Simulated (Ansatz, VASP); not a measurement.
## Ti: VASP beside Ansatz

```
Ti
1.0
     0.00000    2.03000    1.80163
     2.03000    0.00000    1.80163
     2.03000    2.03000    0.00000
Ti
1
Cartesian
  0.0000 0.0000 0.0000
```

Change from the starting cell: strain -0.1125 x Voigt [0, 0, 1, 0, 0, 0], atoms carried along.

Alike in both runs: task single point; functional PBEsol; k mesh 20 × 20 × 20; occupations gaussian, width 0.15 eV; no spin polarisation.

|  | VASP | Ansatz |
| --- | --- | --- |
| version | VASP 6.6.1 | Ansatz 0.2.0 |
| potentials or method | VASP PAW PBE potentials, release 64 (Ti_sv), cutoff 520 eV | scalar-relativistic, plane waves, PAW |
| valence electrons in the cell | 12 | 12 |

|  | VASP | Ansatz | Ansatz less VASP |
| --- | --- | --- | --- |
| gap on the k mesh at the Fermi level (eV) | none | none | - |
| pressure (GPa) | 15.5 | 16.0 | +0.49 |
| traceless stress, the component that is largest in VASP (GPa) | 1.93 | 1.91 | -0.027 |

VASP's potentials were made for PBE, not for PBEsol. A gap of «none» marks a metal or a gap that the smearing closes. The functional is the same, so the differences come from potentials, cutoffs and numerics.
